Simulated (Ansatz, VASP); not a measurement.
## One calculation of Zr, two programs

```
Zr
1.0
     3.22119    0.00000    0.00000
    -1.61059    2.78963    0.00000
     0.00000    0.00000    5.12979
Zr
2
Direct
  0.33333 0.66667 0.25000
  0.66667 0.33333 0.75000
```

Change from the starting cell: volume scaled by 0.99, crystal datasets.

Alike in both runs: task electric field gradients; functional LDA; k mesh 13 × 13 × 7; occupations fermi-dirac, width 0.03 eV; no spin polarisation.

```csv
,VASP,Ansatz
version,VASP 6.6.1,Ansatz 0.2.0
potentials or method,"VASP PAW LDA potentials, release 64 (Zr_sv), cutoff 520 eV","all-electron PAW with datasets made for the crystal, scalar-relativistic"
```

```csv
,VASP,Ansatz,Ansatz less VASP
pressure (GPa),-5.2,-5.2,-0.06
"traceless stress, the component that is largest in VASP (GPa)",0.58,0.57,-0.014
size of Vzz on the site where it differs most (V/Å²),42.6,42.8,+0.24
```

LDA's correlation is that of Perdew and Zunger in VASP and of Perdew and Wang (1992) in Ansatz. Ansatz ran all-electron here, and VASP with PAW potentials.
